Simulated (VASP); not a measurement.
# Ba2C (I4/mmm) in VASP: notebook

Aim: see how the results for Ba2C move with the level of theory and the settings. Levels: HSE06, PBE, r2SCAN. Tasks: single point.

All numbers are computed with VASP 6.6.1; they aren't measurements. Logs are shortened: lines on timing, memory, paths and dates and some standing lists are left out, and cuts for length are marked.

### Step 1. The cell of the first run

It takes space group I4/mmm (No. 139, tetragonal). The conventional cell has a = 4.959 Å, b = 4.959 Å, c = 7.148 Å, α = 90.00°, β = 90.00°, γ = 90.00°. C (site symmetry 4/mmm) has 8 Ba at 3.06 Å within 4.0 Å. Ba (site symmetry -4m2) has 4 C at 3.06 Å and 6 Ba at 3.51 to 3.57 Å within 4.0 Å.

### Step 2. Single point, HSE06 (uniaxial z strain +1.9%)

POSCAR

```
Ba2C
1.0
    0.0000000000      3.5066490218      3.5739766830
    3.5066490218      0.0000000000      3.5739766830
    3.5066490218      3.5066490218      0.0000000000
C Ba
1 2
Direct
    0.0000000000      0.0000000000      0.0000000000
    0.2500000000      0.2500000000      0.2500000000
    0.7500000000      0.7500000000      0.7500000000
```

INCAR.step1

```
SYSTEM = Ba2C
ALGO = Normal ; EDIFF = 1E-5
ENCUT = 520 ; GGA = PE
ISIF = 2 ; ISMEAR = -1
LASPH = .True. ; LCHARG = .False.
LREAL = .False. ; LWAVE = .True.
NBANDS = 19 ; NELM = 100
PREC = Accurate ; SIGMA = 0.02
```

INCAR.step2

```
SYSTEM = Ba2C
ALGO = Normal ; EDIFF = 1E-6
ENCUT = 520 ; GGA = PE
HFSCREEN = 0.2079 ; ISIF = 2
ISMEAR = -1 ; ISTART = 1
LASPH = .True. ; LCHARG = .False.
LHFCALC = .True. ; LREAL = .False.
LWAVE = .False. ; NBANDS = 19
NELM = 100 ; PREC = Accurate
PRECFOCK = Normal ; SIGMA = 0.02
```

KPOINTS

```
k-points
0
Gamma
  4 4 4
  0 0 0
```

Potentials or basis: VASP PAW PBE potentials, release 64 (C, Ba_sv).

Run with:

```
$ cat potpaw_PBE.64/C/POTCAR potpaw_PBE.64/Ba_sv/POTCAR > POTCAR
$ cp INCAR.step1 INCAR
$ mpirun -np 1 vasp_std > vasp.out
$ cp INCAR.step2 INCAR
$ mpirun -np 1 vasp_std > vasp.out
```

OUTCAR:

```text
SYSTEM = Ba2C
   EDIFF = 1E-6
   ENCUT = 520
   GGA = PE
   HFSCREEN = 0.2079
   ISIF = 2
   ISMEAR = -1
   ISTART = 1
   LASPH = .True.
   LHFCALC = .True.
   LREAL = .False.
   NELM = 100
   PREC = Accurate
   PRECFOCK = Normal

 ion  position               nearest neighbor table
   1  0.000  0.000  0.000-   2 3.06   3 3.06   3 3.06   3 3.06   3 3.06   2 3.06   2 3.06   2 3.06

   2  0.250  0.250  0.250-   1 3.06   1 3.06   1 3.06   1 3.06   3 3.51   3 3.51   3 3.51   3 3.51
                             3 3.57   3 3.57
   3  0.750  0.750  0.750-   1 3.06   1 3.06   1 3.06   1 3.06   2 3.51   2 3.51   2 3.51   2 3.51
                             2 3.57   2 3.57

  LATTYP: Found a body centered tetragonal cell.
 ALAT       =     4.9591506051
 C/A-ratio  =     1.4413664628

  Lattice vectors:

 A1 = (  -3.5066490218,   0.0000000000,   3.5739766830)
 A2 = (   3.5066490218,   0.0000000000,   3.5739766830)
 A3 = (   0.0000000000,   3.5066490218,  -3.5739766830)

Analysis of symmetry for initial positions (statically):
=====================================================================
 Subroutine PRICEL returns:
 Original cell was already a primitive cell.

 Routine SETGRP: Setting up the symmetry group for a
 body centered tetragonal supercell.

 Subroutine GETGRP returns: Found 16 space group operations
 (whereof 16 operations were pure point group operations)
 out of a pool of 16 trial point group operations.

The static configuration has the point symmetry D_4h.

Analysis of symmetry for dynamics (positions and initial velocities):
=====================================================================
 Subroutine PRICEL returns:
 Original cell was already a primitive cell.

 Routine SETGRP: Setting up the symmetry group for a
 body centered tetragonal supercell.

 Subroutine GETGRP returns: Found 16 space group operations
 (whereof 16 operations were pure point group operations)
 out of a pool of 16 trial point group operations.

The dynamic configuration has the point symmetry D_4h.

 Subroutine INISYM returns: Found 16 space group operations
 (whereof 16 operations are pure point group operations),
 and found     1 'primitive' translations

----------------------------------------------------------------------------------------

                                     Primitive cell

[... 84 lines left out ...]
   IBRION =     -1    ionic relax: 0-MD 1-quasi-New 2-CG
   NFREE  =      0    steps in history (QN), initial steepest desc. (CG)
   ISIF   =      2    stress and relaxation
   ISYM   =      3    0-nonsym 1-usesym 2-fastsym
   POTIM  = 0.5000    time-step for ionic-motion
   TEBEG  =    0.0;   TEEND  =   0.0 temperature during run
   PSTRESS=    0.0 pullay stress
   NELECT =      24.0000    total number of electrons
   NUPDOWN=      -1.0000    fix difference up-down
   EMIN   =  10.00;   EMAX   =-10.00  energy-range for DOS
   EFERMI =   0.00;   METHOD = LEGACY
   ISMEAR =    -1;   SIGMA  =   0.02  broadening in eV -4-tet -1-fermi 0-gaus
   EFERMI_NEDOS =   21; number of points for ismear=-14 and -15
   IALGO  =     38    algorithm
   IMIX   =      1    mixing-type and parameters
     AMIX     =   0.40;   BMIX     =  1.00
     AMIX_MAG =   1.60;   BMIX_MAG =  1.00
  volume/ion in A,a.u.               =      29.30       197.72
  Fermi-wavevector in a.u.,A,eV,Ry     =   1.062078  2.007037 15.347508  1.128010
  Thomas-Fermi vector in A             =   2.197516
   LORBIT       =      0    0 simple, 1 ext, 2 COOP (PROOUT), +10 PAW based schemes
   GGA     = PE    functional components
   LHFCALC =     T    Hartree Fock is set to
   PRECFOCK=normal    Normal, Fast or Accurate (Low or Medium for compatibility)
   ENCUT4O =  -1.0   cutoff for four orbital integrals eV
   NKREDX  =     1    reduce k-point grid by
   NKREDY  =     1    reduce k-point grid by
   NKREDZ  =     1    reduce k-point grid by
   AEXX    =    0.2500 exact exchange contribution
   HFSCREEN=    0.2079 screening length (either q_TF or 0.3 A-1)
   HFSCREENC=   0.2079 screening length for correlation (either q_TF or 0.3 A-1)
   ENCUTFOCK=  -1.0 apply spherical cutoff to Coloumb kernel
   IVDW    =     0    specifies the selected vdW correction
   LEPSILON=     F    determine dielectric tensor
   LRPA    =     F    only Hartree local field effects (RPA)
 non-spin polarized calculation
  energy-cutoff  :      520.00
  volume of cell :       87.90
 maximum number of plane-waves:      2378
 NGX is ok and might be reduce to    40
  NGX = 28; NGY = 28; NGZ = 28

 number of electron      24.0000000 magnetization

 Free energy of the ion-electron system (eV)
  ---------------------------------------------------
  ext. energy  EPLUGINS =         0.00000000
  ---------------------------------------------------
  free energy    TOTEN  =       -11.75969418 eV

  energy without entropy =      -11.75724644  energy(sigma->0) =      -11.75847031

 E-fermi :   3.1654     XC(G=0):  -7.6383

 val. band max:        3.1574316895   @ k =   0.5000   0.5000   0.0000
 cond. band min:       3.1844470541   @ k =   0.5000   0.0000   0.5000
 fundamental gap:      0.0270153645
 Fermi energy:         3.1654032162

 k-point     1 :       0.0000    0.0000    0.0000
  band No.  band energies     occupation
      1     -27.4593      2.00000
      2     -26.7988      2.00000
      3     -11.9921      2.00000
      4     -11.9921      2.00000
      5     -11.8169      2.00000
      6     -10.7610      2.00000
[... 263 lines left out ...]
      6     -11.4147      2.00000
[... 11 lines left out ...]
     18       7.4733      0.00000
     19       9.5532      0.00000

------------------------ aborting loop because EDIFF is reached ----------------------------------------

  FORCE on cell =-STRESS in cart. coord.  units (eV):
  Direction    XX          YY          ZZ          XY          YZ          ZX
  --------------------------------------------------------------------------------------
  -------------------------------------------------------------------------------------
  Total        0.5990273      0.5990273     -0.1411135      0.0000000      0.0000000      0.0000000
  in kB       10.9192025     10.9192025     -2.5722478      0.0000000      0.0000000      0.0000000
  external PRESSURE =       6.4220524 kB  Pullay stress =       0.0000000 kB

 VOLUME and BASIS-vectors are now :
 -----------------------------------------------------------------------------
  energy-cutoff  :      520.00
  volume of cell :       87.90
      direct lattice vectors                 reciprocal lattice vectors
     0.000000000  3.506649022  3.573976683    -0.142586269  0.142586269  0.139900185
     3.506649022  0.000000000  3.573976683     0.142586269 -0.142586269  0.139900185
     3.506649022  3.506649022  0.000000000     0.142586269  0.142586269 -0.139900185

 POSITION                                       TOTAL-FORCE (eV/Angst)
 -----------------------------------------------------------------------------------
      0.00000      0.00000      0.00000         0.000000     -0.000000      0.000000
      1.75332      1.75332      1.78699        -0.000000     -0.000000     -0.000000
      5.25997      5.25997      5.36097         0.000000      0.000000      0.000000
 -----------------------------------------------------------------------------------
    total drift:                               -0.000000     -0.000000     -0.000000

  FREE ENERGIE OF THE ION-ELECTRON SYSTEM (eV)
  ---------------------------------------------------
  free  energy   TOTEN  =       -11.7596941790 eV

  energy  without entropy=      -11.7572464379  energy(sigma->0) =      -11.75847031
```

OSZICAR.step1:

```text
N       E                     dE             d eps       ncg     rms          rms(c)
DAV:   1     0.149633371557E+03    0.14963E+03   -0.10918E+04   494   0.111E+03
DAV:   2    -0.377343042106E+01   -0.15341E+03   -0.14930E+03   646   0.212E+02
DAV:   3    -0.138942512752E+02   -0.10121E+02   -0.10060E+02   653   0.568E+01
DAV:   4    -0.143151004783E+02   -0.42085E+00   -0.42060E+00   755   0.845E+00
DAV:   5    -0.143184278832E+02   -0.33274E-02   -0.33272E-02   674   0.764E-01    0.981E+00
DAV:   6    -0.117279601824E+02    0.25905E+01   -0.46835E+01   579   0.169E+01    0.826E+00
DAV:   7    -0.108379026412E+02    0.89006E+00   -0.54174E+00   587   0.632E+00    0.262E+00
DAV:   8    -0.107942080460E+02    0.43695E-01   -0.37910E-01   559   0.277E+00    0.902E-01
DAV:   9    -0.107856952645E+02    0.85128E-02   -0.63987E-02   670   0.962E-01    0.253E-01
DAV:  10    -0.107862889517E+02   -0.59369E-03   -0.73281E-03   645   0.280E-01    0.118E-01
DAV:  11    -0.107861011018E+02    0.18785E-03   -0.16595E-03   673   0.133E-01    0.157E-02
DAV:  12    -0.107861060198E+02   -0.49180E-05   -0.41361E-05   509   0.274E-02
   1 F= -.10786106E+02 E0= -.10785090E+02  d E =-.203303E-02
```

Run time: 50 min. Hardware: 1 thread of Intel Xeon Platinum 8259CL at 2.50GHz (Skylake/Cascade Lake), shared host; peak memory 0.36 GiB.

Results:

- Free energy: -11.7597 eV
- Pressure: 0.6 GPa
- Band gap on the k mesh: zero (filled and empty bands touch)

Stress tensor (GPa, compression positive):
```
 1.09  0.00  0.00
 0.00  1.09  0.00
 0.00  0.00 -0.26
```

Caveat: the k points lie up to 0.39 Å⁻¹ apart; the cell differs from its parent crystal (uniaxial z strain +1.9%); the structure was generated, so it needn't be the stable form of Ba2C; the PAW data sets were made with another functional, which shifts forces and pressure a little; spin-orbit coupling is left out, which moves the levels of the heavy elements.

### Step 3. Single point, PBE (biaxial xy strain -0.3%)

INCAR

```
PREC = Accurate
ENCUT = 520
EDIFF = 1E-6
ISMEAR = -1
SIGMA = 0.02
LREAL = False
LASPH = True
NELM = 100
ALGO = Normal
ISIF = 2
LWAVE = False
LCHARG = False
GGA = PE
NBANDS = 19
```

KPOINTS

```
regular mesh
0
Gamma
  6 6 6
```

POSCAR

```
Ba2C
1.0
    0.0000000000      3.4950770800      3.5066490218
    3.4950770800      0.0000000000      3.5066490218
    3.4950770800      3.4950770800      0.0000000000
C Ba
1 2
Direct
    0.0000000000      0.0000000000      0.0000000000
    0.2500000000      0.2500000000      0.2500000000
    0.7500000000      0.7500000000      0.7500000000
```

Potentials or basis: VASP PAW PBE potentials, release 64 (C, Ba_sv).

Run with:

```
$ cat potpaw_PBE.64/C/POTCAR potpaw_PBE.64/Ba_sv/POTCAR > POTCAR
$ mpirun -np 1 vasp_std > vasp.out
```

Wall time 49 s (1 thread of Intel Xeon Platinum 8259CL at 2.50GHz (Skylake/Cascade Lake), shared host); peak memory 0.25 GiB.

Results (log left out):

* Free energy: -10.7818 eV
* Pressure: 1.9 GPa
* Band gap on the k mesh: zero (bands 12 and 13 overlap by 0.10 eV)

Stress tensor (GPa, compression positive):
```
1.98 0.00 0.00
0.00 1.98 0.00
0.00 0.00 1.67
```

Levels at points of the mesh, in eV from the Fermi level:
```csv
k point,band 8,band 9,band 10,band 11,band 12,band 13,band 14,band 15,band 16,band 17
"(0.00, 0.00, 0.00)",-12.54,-8.08,-1.91,-1.89,-1.89,0.19,0.28,0.28,4.54,4.58
"(0.50, 0.00, 0.00)",-13.25,-7.50,-0.70,-0.70,-0.66,1.30,2.32,2.34,4.00,4.00
"(0.50, 0.50, 0.00)",-12.15,-7.60,-1.59,-0.18,0.12,0.12,1.20,1.80,4.37,4.46
"(0.50, 0.00, 0.50)",-12.14,-7.61,-1.59,-0.16,0.11,0.13,1.22,1.78,4.41,4.42
```

Caveat: the cell differs from its parent crystal (biaxial xy strain -0.3%); the structure was generated, so it needn't be the stable form of Ba2C; spin-orbit coupling is left out, which moves the levels of the heavy elements.

### Step 4. Single point, r2SCAN (uniaxial z strain +1.9%)

POSCAR

```
Ba2C
1.0
    0.0000000000      3.5066490218      3.5739766830
    3.5066490218      0.0000000000      3.5739766830
    3.5066490218      3.5066490218      0.0000000000
C Ba
1 2
Direct
    0.0000000000      0.0000000000      0.0000000000
    0.2500000000      0.2500000000      0.2500000000
    0.7500000000      0.7500000000      0.7500000000
```

INCAR.step1

```
SYSTEM = Ba2C
PREC = Accurate
ENCUT = 520
ISMEAR = -1
SIGMA = 0.02
LREAL = .FALSE.
LASPH = .TRUE.
NELM = 100
NBANDS = 19
GGA = PE
ALGO = Normal
EDIFF = 1E-4
LWAVE = .TRUE.
LCHARG = .FALSE.
```

INCAR.step2

```
SYSTEM = Ba2C
PREC = Accurate
ENCUT = 520
EDIFF = 1E-7
ISMEAR = -1
SIGMA = 0.02
LREAL = .FALSE.
LASPH = .TRUE.
NELM = 100
ALGO = Normal
ISIF = 2
LWAVE = .FALSE.
LCHARG = .FALSE.
METAGGA = R2SCAN
LMIXTAU = .TRUE.
NBANDS = 19
ISTART = 1
```

KPOINTS

```
Automatic mesh
0
G
  6 6 6
  0 0 0
```

Run with:

```
$ cat potpaw_PBE.64/C/POTCAR potpaw_PBE.64/Ba_sv/POTCAR > POTCAR
$ cp INCAR.step1 INCAR
$ mpirun -np 1 vasp_std > vasp.out
$ cp INCAR.step2 INCAR
$ mpirun -np 1 vasp_std > vasp.out
```

It took 3.4 min on 1 thread of Intel Xeon Platinum 8259CL at 2.50GHz (Skylake/Cascade Lake), shared host; peak memory 0.27 GiB.

The run converged. Its results:

```yaml
Free_energy: -60.9055 eV
Pressure: 0.6 GPa
Band_gap_on_the_k_mesh: zero (filled and empty bands overlap)
```

Stress tensor (GPa, compression positive):
```
 1.11  0.00  0.00
 0.00  1.11  0.00
 0.00  0.00 -0.50
```

Levels at points of the mesh, in eV from the Fermi level:
| k point | band 10 | band 11 | band 12 | band 13 | band 14 | band 15 |
| --- | --- | --- | --- | --- | --- | --- |
| (0.00, 0.00, 0.00) | -2.05 | -1.97 | -1.97 | 0.30 | 0.39 | 0.39 |
| (0.50, 0.00, 0.00) | -0.83 | -0.80 | -0.75 | 1.36 | 2.36 | 2.45 |
| (0.50, 0.50, 0.00) | -1.65 | -0.22 | 0.04 | 0.04 | 1.27 | 2.05 |
| (0.50, 0.00, 0.50) | -1.62 | -0.12 | -0.03 | 0.06 | 1.39 | 1.92 |

Caveat: the cell differs from its parent crystal (uniaxial z strain +1.9%); the structure was generated, so it needn't be the stable form of Ba2C; the PAW data sets were made with another functional, which shifts forces and pressure a little; spin-orbit coupling is left out, which moves the levels of the heavy elements.

### Step 5. Overview

```tsv
level	cell	k mesh	grid for exact exchange (PRECFOCK)	share of exact exchange	screening parameter	gap on the mesh (eV)	pressure (GPa)
HSE06	a = 5.007, b = 5.007, c = 4.959 Å, angles 60.3, 60.3, 59.4°, 3 atoms	4 × 4 × 4	Normal	0.25	0.2079 1/Å	none	0.6
PBE	a = 4.951, b = 4.951, c = 4.943 Å, angles 60.1, 60.1, 59.9°, 3 atoms	6 × 6 × 6	-	-	-	none	1.9
r2SCAN	a = 5.007, b = 5.007, c = 4.959 Å, angles 60.3, 60.3, 59.4°, 3 atoms	6 × 6 × 6	-	-	-	none	0.6
```

Alike in all rows: task single point; potentials or basis VASP PAW PBE potentials, release 64 (C, Ba_sv); no spin polarisation; cutoff (eV) 520; smearing fermi-dirac 0.02 eV.

Caveats: some runs use coarse meshes; the structure was generated, so it needn't be the stable form of Ba2C; spin-orbit coupling is left out, which moves the levels of the heavy elements; the PAW data sets were made with another functional, which shifts forces and pressure a little (at least some runs).

Absolute energies hang on the potentials; compare differences alone.

The gap in the log of VASP goes by the Fermi energy; the results here count the filled bands.